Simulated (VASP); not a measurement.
# AlN (P6_3mc) in VASP: notebook, part 2 of 2

VASP 6.6.1. Earlier steps stand in the parts before.

**3. Relaxation of cell and atoms, r2SCAN, target pressure 15 GPa, at which the enthalpy is minimised**

POSCAR

```
AlN
1.0
    3.1066951923      0.0000000000      0.0000000000
   -1.5533475961      2.6904769583      0.0000000000
    0.0000000000      0.0000000000      4.9785197784
Al N
2 2
Direct
    0.3333333333      0.6666666667     -0.0008019236
    0.6666666667      0.3333333333      0.4991980764
    0.3333333333      0.6666666667      0.3808019236
    0.6666666667      0.3333333333      0.8808019236
```

INCAR.step1

```
  PREC = Accurate
  ENCUT = 600
  ISMEAR = 0
  SIGMA = 0.01
  LREAL = F
  LASPH = T
  NELM = 60
  GGA = PE
  ALGO = Normal
  EDIFF = 1E-4
  LWAVE = T
  LCHARG = F
```

INCAR.step2

```
  PREC = Accurate
  ENCUT = 600
  EDIFF = 1E-6
  ISMEAR = 0
  SIGMA = 0.01
  LREAL = F
  LASPH = T
  NELM = 60
  ALGO = Normal
  ISIF = 3
  LWAVE = F
  LCHARG = F
  METAGGA = R2SCAN
  LMIXTAU = T
  IBRION = 2
  NSW = 100
  EDIFFG = -0.002
  PSTRESS = 150.0
  ISTART = 1
```

KPOINTS

```
Automatic mesh
0
Gamma
  8 8 6
```

Potentials or basis: VASP PAW PBE potentials, release 64 (Al, N).

Run with:

```sh
$ cat potpaw_PBE.64/Al/POTCAR potpaw_PBE.64/N/POTCAR > POTCAR
$ cp INCAR.step1 INCAR
$ mpirun -np 1 vasp_std > vasp.out
$ cp INCAR.step2 INCAR
$ mpirun -np 1 vasp_std > vasp.out
```

OUTCAR:

```text
PREC = Accurate
   ENCUT = 600
   EDIFF = 1E-6
   ISMEAR = 0
   LREAL = F
   LASPH = T
   NELM = 60
   ISIF = 3
   METAGGA = R2SCAN
   IBRION = 2
   NSW = 100
   EDIFFG = -0.002
   PSTRESS = 150.0
   ISTART = 1

 ion  position               nearest neighbor table
   1  0.333  0.667  0.999-   4 1.89   4 1.89   4 1.89   3 1.90   2 3.07   2 3.07   2 3.07   2 3.07
                             2 3.07   2 3.07
   2  0.667  0.333  0.499-   3 1.89   3 1.89   3 1.89   4 1.90   1 3.07   1 3.07   1 3.07   1 3.07
                             1 3.07   1 3.07
   3  0.333  0.667  0.381-   2 1.89   2 1.89   2 1.89   1 1.90
   4  0.667  0.333  0.881-   1 1.89   1 1.89   1 1.89   2 1.90

  LATTYP: Found a hexagonal cell.
 ALAT       =     3.1066951923
 C/A-ratio  =     1.6025131113

  Lattice vectors:

 A1 = (   3.1066951923,   0.0000000000,   0.0000000000)
 A2 = (  -1.5533475961,   2.6904769583,   0.0000000000)
 A3 = (   0.0000000000,   0.0000000000,   4.9785197784)

Analysis of symmetry for initial positions (statically):
=====================================================================
 Subroutine PRICEL returns:
 Original cell was already a primitive cell.

 Routine SETGRP: Setting up the symmetry group for a
 hexagonal supercell.

[... 293 lines left out ...]

--------------------------------------- Ionic step        9  -------------------------------------------

 number of electron      16.0000002 magnetization

------------------------ aborting loop because EDIFF is reached ----------------------------------------
[... 75 lines left out ...]
--------------------------------------- Ionic step       11  -------------------------------------------

 number of electron      16.0000002 magnetization

 Free energy of the ion-electron system (eV)
  ---------------------------------------------------
  ext. energy  EPLUGINS =         0.00000000
  ---------------------------------------------------
  free energy    TOTEN  =       -38.34231306 eV

  energy without entropy =      -38.34231306  energy(sigma->0) =      -38.34231306

 E-fermi :   6.7195     XC(G=0): -11.7132

 val. band max:        6.5916757825   @ k =   0.0000   0.0000   0.0000
 cond. band min:      12.0832382039   @ k =   0.0000   0.0000   0.0000
 fundamental gap:      5.4915624214
 Fermi energy:         6.7194814977

 k-point     1 :       0.0000    0.0000    0.0000
  band No.  band energies     occupation
      1      -9.8336      2.00000
      2      -7.4842      2.00000
      3       0.1983      2.00000
      4       5.6024      2.00000
      5       5.6024      2.00000
      6       6.2915      2.00000
      7       6.2915      2.00000
      8       6.5917      2.00000
      9      12.0832      0.00000
     10      14.6448      0.00000
     11      18.7731      0.00000
     12      19.0265      0.00000
[... 331 lines left out ...]
 k-point    24 :       0.3750   -0.0000    0.3333
  band No.  band energies     occupation
      1      -7.9112      2.00000
      2      -7.2499      2.00000
      3       0.9606      2.00000
      4       1.6607      2.00000
      5       4.0035      2.00000
      6       4.7566      2.00000
      7       5.4768      2.00000
      8       5.5564      2.00000
      9      12.8336      0.00000
     10      13.7521      0.00000
     11      16.9440      0.00000
     12      17.9496      0.00000

 [... further k-points ...]
[... 5 lines left out ...]
  --------------------------------------------------------------------------------------
  -------------------------------------------------------------------------------------
  Total        3.6534528      3.6534528      3.6586395      0.0000000      0.0000000      0.0000000
  in kB      150.0112015    150.0112015    150.2241670      0.0000000      0.0000000      0.0000000
  external PRESSURE =       0.0821900 kB  Pullay stress =     150.0000000 kB
[... 23 lines left out ...]
  energy  without entropy=      -38.3423130570  energy(sigma->0) =      -38.34231306

  enthalpy is  TOTEN    =       -34.6891330311 eV   P V=        3.6531800259

 reached required accuracy - stopping structural energy minimisation
```

OUTCAR.step1:

```text
PREC = Accurate
   ENCUT = 600
   ISMEAR = 0
   LREAL = F
[... 594 lines left out ...]
     -0.00000      1.79365      4.97453         0.000000     -0.000000     -0.008545
      1.55335      0.89683      2.48527        -0.000000      0.000000     -0.008545
     -0.00000      1.79365      1.89583        -0.000000      0.000000      0.008545
      1.55335      0.89683      4.38509         0.000000     -0.000000      0.008545
 -----------------------------------------------------------------------------------
    total drift:                               -0.000000      0.000000     -0.000477

  FREE ENERGIE OF THE ION-ELECTRON SYSTEM (eV)
  ---------------------------------------------------
  free  energy   TOTEN  =       -29.7708165923 eV

  energy  without entropy=      -29.7708165923  energy(sigma->0) =      -29.77081659
```

Wall time 8.9 min (1 thread of AMD EPYC 7R13 (Zen 3), shared host); peak memory 0.16 GiB.

Results:

| Quantity | Value |
| --- | --- |
| Free energy | -38.3423 eV |
| Relaxed volume | 9.76 Å³/atom |
| Relaxed cell | a = 3.046 Å, b = 3.046 Å, c = 4.857 Å, α = 90.00°, β = 90.00°, γ = 120.00° |
| Space group after relaxing (to 0.1 Å) | P6_3mc (No. 186) |
| Energy change on relaxing (the run minimises the enthalpy) | +28.4 meV/atom |
| Ionic steps | 11 |
| Pressure after relaxing | 15.0 GPa |
| Band gap on the k mesh | 5.49 eV |

The path:
```csv
step,energy change (eV),largest force (eV/Å),pressure (GPa),volume (Å³)
1,0.0000,0.0026,-0.31,41.61
2,0.6460,0.0691,41.21,35.91
3,0.1071,0.0278,14.58,39.10
4,0.1124,0.0284,14.97,39.04
5,0.1172,0.0290,15.32,38.99
6,0.1077,0.0366,14.61,39.08
7,0.1078,0.0366,14.61,39.08
8,0.1132,0.0020,14.99,39.02
9,0.1132,0.0020,14.98,39.02
10,0.1137,0.0020,15.02,39.02
11,0.1134,0.0001,15.01,39.02
```

Final structure:
```cif
data_structure
_symmetry_space_group_name_H-M 'P 1'
_symmetry_Int_Tables_number 1
_cell_length_a 3.0458
_cell_length_b 3.0458
_cell_length_c 4.8568
_cell_angle_alpha 90.000
_cell_angle_beta 90.000
_cell_angle_gamma 120.000
_cell_volume 39.02
loop_
_atom_site_label
_atom_site_type_symbol
_atom_site_fract_x
_atom_site_fract_y
_atom_site_fract_z
_atom_site_occupancy
Al1 Al 0.33333 0.66667 0.99847 1
Al2 Al 0.66667 0.33333 0.49847 1
N1 N 0.33333 0.66667 0.38153 1
N2 N 0.66667 0.33333 0.88153 1
```

Caveat: the cell is relaxed towards a set pressure, so the run minimises the enthalpy, not the energy; the PAW data sets were made with another functional, which shifts forces and pressure a little.
